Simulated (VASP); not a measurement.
# CdS (P1) in VASP: single point with LDA

Aim: the single point of CdS with LDA.

Everything below comes from runs of VASP 6.6.1. Logs are shortened: lines on timing, memory, paths and dates and some standing lists are left out, and cuts for length are marked.

### 1 The cell of the first run

The typed cell holds 2 atoms: a = 3.894 Å, b = 3.894 Å, c = 3.894 Å, α = 60.00°, β = 60.00°, γ = 60.00°.

### 2 Single point, LDA

File INCAR:

```
SYSTEM = CdS
PREC = Accurate
ENCUT = 500
EDIFF = 1E-6
ISMEAR = 0
SIGMA = 0.1
LREAL = .FALSE.
LASPH = .TRUE.
NELM = 120
ALGO = Normal
ISIF = 2
LWAVE = .FALSE.
LCHARG = .FALSE.
NBANDS = 16
GGA_COMPAT = .FALSE.
```

File KPOINTS:

```
regular mesh
0
G
  2 2 2
  0 0 0
```

File POSCAR:

```
CdS
1.0
    0.0000000000      2.7532440000      2.7532440000
    2.7532440000      0.0000000000      2.7532440000
    2.7532440000      2.7532440000      0.0000000000
Cd S
1 1
Direct
    0.0659163666      0.0264013997     -0.0726565574
    0.6165023535      0.4209315533      0.5913940243
```

Potentials or basis: VASP PAW LDA potentials, release 64 (Cd, S).

Launch:

```bash
cat potpaw_LDA.64/Cd/POTCAR potpaw_LDA.64/S/POTCAR > POTCAR
mpirun -np 1 vasp_std > vasp.out
```

OUTCAR:

```text
SYSTEM = CdS
   PREC = Accurate
   ENCUT = 500
   EDIFF = 1E-6
   ISMEAR = 0
   LREAL = .FALSE.
   LASPH = .TRUE.
   NELM = 120
   ISIF = 2

 ion  position               nearest neighbor table
   1  0.066  0.026  0.927-   2 2.17   2 2.66   2 2.67   2 2.97   2 2.98
   2  0.617  0.421  0.591-   1 2.17   1 2.66   1 2.67   1 2.97   1 2.98

  LATTYP: Found a face centered cubic cell.
 ALAT       =     5.5064880000

  Lattice vectors:

 A1 = (   0.0000000000,   2.7532440000,   2.7532440000)
 A2 = (   2.7532440000,   0.0000000000,   2.7532440000)
 A3 = (   2.7532440000,   2.7532440000,   0.0000000000)

Analysis of symmetry for initial positions (statically):
=====================================================================
 Subroutine PRICEL returns:
 Original cell was already a primitive cell.

 Routine SETGRP: Setting up the symmetry group for a
 face centered cubic supercell.

 Subroutine GETGRP returns: Found  1 space group operations
 (whereof  1 operations were pure point group operations)
 out of a pool of 48 trial point group operations.

The static configuration has the point symmetry C_1 .

Analysis of symmetry for dynamics (positions and initial velocities):
=====================================================================
 Subroutine PRICEL returns:
 Original cell was already a primitive cell.

 Routine SETGRP: Setting up the symmetry group for a
 face centered cubic supercell.

 Subroutine GETGRP returns: Found  1 space group operations
 (whereof  1 operations were pure point group operations)
 out of a pool of 48 trial point group operations.

The dynamic configuration has the point symmetry C_1 .

 Subroutine INISYM returns: Found  1 space group operations
 (whereof  1 operations are pure point group operations),
 and found     1 'primitive' translations

----------------------------------------------------------------------------------------

                                     Primitive cell

  volume of cell :      41.7411

  direct lattice vectors                    reciprocal lattice vectors
     0.000000000  2.753244000  2.753244000    -0.181603955  0.181603955  0.181603955
     2.753244000  0.000000000  2.753244000     0.181603955 -0.181603955  0.181603955
     2.753244000  2.753244000  0.000000000     0.181603955  0.181603955 -0.181603955

  length of vectors
     3.893675005  3.893675005  3.893675005     0.314547277  0.314547277  0.314547277

  position of ions in fractional coordinates (direct lattice)
     0.065916367  0.026401400  0.927343443
     0.616502354  0.420931553  0.591394024

  ion indices of the primitive-cell ions
   primitive index   ion index
                 1           1
                 2           2

----------------------------------------------------------------------------------------

 KPOINTS: regular mesh

Automatic generation of k-mesh.
 Grid dimensions read from file:
 generate k-points for:    2    2    2

 Generating k-lattice:

  Cartesian coordinates                     Fractional coordinates (reciprocal lattice)
    -0.090801978  0.090801978  0.090801978     0.500000000  0.000000000  0.000000000
     0.090801978 -0.090801978  0.090801978     0.000000000  0.500000000  0.000000000
     0.090801978  0.090801978 -0.090801978     0.000000000  0.000000000  0.500000000

  Length of vectors
     0.157273639  0.157273639  0.157273639

  Shift w.r.t. Gamma in fractional coordinates (k-lattice)
     0.000000000  0.000000000  0.000000000

 Subroutine IBZKPT returns following result:
 ===========================================

 Found      8 irreducible k-points:

 Following reciprocal coordinates:
            Coordinates               Weight
  0.000000  0.000000  0.000000      1.000000
  0.500000  0.000000  0.000000      1.000000
  0.000000  0.500000  0.000000      1.000000
  0.000000  0.000000  0.500000      1.000000
  0.500000  0.500000  0.500000      1.000000
  0.500000  0.500000  0.000000      1.000000
  0.000000  0.500000  0.500000      1.000000
  0.500000  0.000000  0.500000      1.000000
   k-points           NKPTS =      8   k-points in BZ     NKDIM =      8   number of bands    NBANDS=     16
   number of dos      NEDOS =    301   number of ions     NIONS =      2
   total plane-waves  NPLWV =  21952
   dimension x,y,z NGX =    28 NGY =   28 NGZ =   28
   dimension x,y,z NGXF=    56 NGYF=   56 NGZF=   56
   ions per type =               1   1
   NGX,Y,Z   is equivalent  to a cutoff of  11.95, 11.95, 11.95 a.u.
   NGXF,Y,Z  is equivalent  to a cutoff of  23.91, 23.91, 23.91 a.u.
 SYSTEM =  CdS
   PREC   = accura    normal or accurate (medium, high low for compatibility)
   ISTART =      0    job   : 0-new  1-cont  2-samecut
   ICHARG =      2    charge: 1-file 2-atom 10-const
   ISPIN  =      1    spin polarized calculation?
   LNONCOLLINEAR =      F non collinear calculations
   LSORBIT =      F    spin-orbit coupling
   LASPH  =      T    aspherical Exc in radial PAW
   ENCUT  =  500.0 eV  36.75 Ry    6.06 a.u.   7.10  7.10  7.10*2*pi/ulx,y,z
   NELM   =    120;   NELMIN=  2; NELMDL= -5     # of ELM steps
   EDIFF  = 0.1E-05   stopping-criterion for ELM
   LREAL  =      F    real-space projection
   EDIFFG = 0.1E-04   stopping-criterion for IOM
   NSW    =      0    number of steps for IOM
   IBRION =     -1    ionic relax: 0-MD 1-quasi-New 2-CG
   NFREE  =      0    steps in history (QN), initial steepest desc. (CG)
   ISIF   =      2    stress and relaxation
   ISYM   =      2    0-nonsym 1-usesym 2-fastsym
   POTIM  = 0.5000    time-step for ionic-motion
   TEBEG  =    0.0;   TEEND  =   0.0 temperature during run
   PSTRESS=    0.0 pullay stress
   NELECT =      18.0000    total number of electrons
   NUPDOWN=      -1.0000    fix difference up-down
   EMIN   =  10.00;   EMAX   =-10.00  energy-range for DOS
   EFERMI =   0.00;   METHOD = LEGACY
   ISMEAR =     0;   SIGMA  =   0.10  broadening in eV -4-tet -1-fermi 0-gaus
   EFERMI_NEDOS =   21; number of points for ismear=-14 and -15
   IALGO  =     38    algorithm
   IMIX   =      4    mixing-type and parameters
     AMIX     =   0.40;   BMIX     =  1.00
     AMIX_MAG =   1.60;   BMIX_MAG =  1.00
  volume/ion in A,a.u.               =      20.87       140.84
  Fermi-wavevector in a.u.,A,eV,Ry     =   1.236833  2.337275 20.813583  1.529755
  Thomas-Fermi vector in A             =   2.371425
   LORBIT       =      0    0 simple, 1 ext, 2 COOP (PROOUT), +10 PAW based schemes
   GGA     = CA    functional components
   LHFCALC =     F    Hartree Fock is set to
   AEXX    =    0.0000 exact exchange contribution
   IVDW    =     0    specifies the selected vdW correction
   LEPSILON=     F    determine dielectric tensor
   LRPA    =     F    only Hartree local field effects (RPA)
 non-spin polarized calculation
 Gauss-broadening in eV      SIGMA  =   0.10
  energy-cutoff  :      500.00
  volume of cell :       41.74
 maximum number of plane-waves:      1068
   NGX = 15   NGY = 15   NGZ = 15

 number of electron      18.0000001 magnetization

 Free energy of the ion-electron system (eV)
  ---------------------------------------------------
  ext. energy  EPLUGINS =         0.00000000
  ---------------------------------------------------
  free energy    TOTEN  =        -5.09508972 eV

  energy without entropy =       -5.08491652  energy(sigma->0) =       -5.09000312

 E-fermi :   2.9707     XC(G=0): -10.5191

 val. band max:        2.9038672906   @ k =   0.0000   0.0000   0.5000
 cond. band min:       3.0638452218   @ k =   0.0000   0.5000   0.5000
 fundamental gap:      0.1599779312
 Fermi energy:         2.9706750634

 k-point     1 :       0.0000    0.0000    0.0000
  band No.  band energies     occupation
      1     -10.0943      2.00000
      2      -5.8398      2.00000
      3      -5.5796      2.00000
      4      -5.5643      2.00000
      5      -5.2840      2.00000
      6      -5.2712      2.00000
      7       2.4548      2.00000
      8       2.6768      1.99997
      9       2.7535      1.99787
     10       3.4792      0.00000
     11      10.3562      0.00000
     12      10.5105      0.00000
     13      11.5350      0.00000
     14      13.1443      0.00000
     15      13.9777      0.00000
     16      14.2442      0.00000

 k-point     2 :       0.5000    0.0000    0.0000
  band No.  band energies     occupation
      1      -9.2203      2.00000
      2      -5.6137      2.00000
      3      -5.5334      2.00000
      4      -5.3215      2.00000
      5      -5.2135      2.00000
      6      -5.2042      2.00000
      7      -2.3613      2.00000
      8       2.3585      2.00000
      9       2.4384      2.00000
     10       6.3881      0.00000
     11       8.5698      0.00000
     12       9.0115      0.00000
     13      10.1169      0.00000
     14      13.9715      0.00000
     15      16.0318      0.00000
     16      16.4457      0.00000

 k-point     3 :       0.0000    0.5000    0.0000
  band No.  band energies     occupation
      1      -9.2362      2.00000
      2      -5.7302      2.00000
      3      -5.5691      2.00000
      4      -5.3859      2.00000
      5      -5.1889      2.00000
      6      -5.1314      2.00000
      7      -2.1942      2.00000
      8       2.3655      2.00000
      9       2.6707      1.99998
     10       6.2641      0.00000
     11       8.5440      0.00000
     12       8.9612      0.00000
     13       9.9155      0.00000
     14      13.9568      0.00000
     15      15.8543      0.00000
     16      16.3981      0.00000

 k-point     4 :       0.0000    0.0000    0.5000
  band No.  band energies     occupation
      1      -9.2535      2.00000
      2      -5.8085      2.00000
      3      -5.6378      2.00000
      4      -5.4216      2.00000
      5      -5.1916      2.00000
      6      -5.1482      2.00000
      7      -1.9194      2.00000
      8       2.5909      2.00000
      9       2.9039      1.65524
     10       6.0304      0.00000
     11       8.3486      0.00000
     12       8.7522      0.00000
     13       9.5634      0.00000
     14      14.0809      0.00000
     15      15.9423      0.00000
     16      16.5483      0.00000

 k-point     5 :       0.5000    0.5000    0.5000
  band No.  band energies     occupation
      1      -9.2379      2.00000
      2      -5.7404      2.00000
      3      -5.5680      2.00000
      4      -5.3888      2.00000
      5      -5.1876      2.00000
      6      -5.1304      2.00000
      7      -2.1792      2.00000
      8       2.3759      2.00000
      9       2.6801      1.99996
     10       6.2553      0.00000
     11       8.5394      0.00000
     12       8.9531      0.00000
     13       9.8964      0.00000
     14      13.9594      0.00000
     15      15.8447      0.00000
     16      16.4023      0.00000

 k-point     6 :       0.5000    0.5000    0.0000
  band No.  band energies     occupation
      1      -9.3192      2.00000
      2      -5.7644      2.00000
      3      -5.5980      2.00000
      4      -5.2044      2.00000
      5      -5.0432      2.00000
      6      -4.2529      2.00000
      7      -1.4516      2.00000
      8       0.7327      2.00000
      9       1.3595      2.00000
     10       3.0703      0.15872
     11       7.5194      0.00000
     12      12.3691      0.00000
     13      14.2714      0.00000
     14      15.2279      0.00000
     15      16.6683      0.00000
     16      16.9075      0.00000

 k-point     7 :       0.0000    0.5000    0.5000
  band No.  band energies     occupation
      1      -9.3178      2.00000
      2      -5.7623      2.00000
      3      -5.5943      2.00000
      4      -5.2059      2.00000
      5      -5.0433      2.00000
      6      -4.2556      2.00000
      7      -1.4598      2.00000
      8       0.7327      2.00000
      9       1.3645      2.00000
     10       3.0638      0.18763
     11       7.5240      0.00000
     12      12.3722      0.00000
     13      14.2745      0.00000
     14      15.2124      0.00000
     15      16.6649      0.00000
     16      16.9202      0.00000

 k-point     8 :       0.5000    0.0000    0.5000
  band No.  band energies     occupation
      1      -9.3553      2.00000
      2      -5.4584      2.00000
      3      -5.2342      2.00000
      4      -5.2041      2.00000
      5      -5.1596      2.00000
      6      -4.3609      2.00000
      7      -1.9728      2.00000
      8       0.7255      2.00000
      9       0.8793      2.00000
     10       3.2121      0.00064
     11       8.4023      0.00000
     12      13.0655      0.00000
     13      13.8066      0.00000
     14      14.0536      0.00000
     15      16.3143      0.00000
     16      17.1101      0.00000

------------------------ aborting loop because EDIFF is reached ----------------------------------------

  FORCE on cell =-STRESS in cart. coord.  units (eV):
  Direction    XX          YY          ZZ          XY          YZ          ZX
  --------------------------------------------------------------------------------------
  -------------------------------------------------------------------------------------
  Total       -0.0293764      9.7460544     -0.0691321     -0.4237191      0.3870267     -0.1869261
  in kB       -1.1275742    374.0893231     -2.6535422    -16.2638918     14.8555049     -7.1749099
  external PRESSURE =     123.4360689 kB  Pullay stress =       0.0000000 kB

 VOLUME and BASIS-vectors are now :
 -----------------------------------------------------------------------------
  energy-cutoff  :      500.00
  volume of cell :       41.74
      direct lattice vectors                 reciprocal lattice vectors
     0.000000000  2.753244000  2.753244000    -0.181603955  0.181603955  0.181603955
     2.753244000  0.000000000  2.753244000     0.181603955 -0.181603955  0.181603955
     2.753244000  2.753244000  0.000000000     0.181603955  0.181603955 -0.181603955

 POSITION                                       TOTAL-FORCE (eV/Angst)
 -----------------------------------------------------------------------------------
      2.62589      2.73469      0.25417        -0.540653      3.097053      0.512463
      2.78718      3.32563      2.85631         0.540653     -3.097053     -0.512463
 -----------------------------------------------------------------------------------
    total drift:                                0.000275     -0.000472      0.000218

  FREE ENERGIE OF THE ION-ELECTRON SYSTEM (eV)
  ---------------------------------------------------
  free  energy   TOTEN  =        -5.0950897211 eV

  energy  without entropy=       -5.0849165160  energy(sigma->0) =       -5.09000312
```

Run time: 4.3 s. Hardware: 1 thread of Intel Xeon 6975P-C (Granite Rapids), shared host; peak memory 0.13 GiB.

Results:

```
Free energy            : -5.0951 eV
Pressure               : 12.3 GPa
Largest force          : 3.185 eV/Å
Band gap on the k mesh : 0.16 eV, indirect (least direct gap 0.73 eV)
```

Forces on the atoms (eV/Å):
```
Cd  -0.541  3.097  0.512
S    0.541 -3.097 -0.512
```

Stress tensor (GPa, compression positive):
```
-0.11 -1.63 -0.72
-1.63 37.41  1.49
-0.72  1.49 -0.27
```

Caveat: the k points lie up to 0.99 Å⁻¹ apart; forces of over 1 eV/Å act on the atoms, so gaps and moduli don't describe the material at rest.
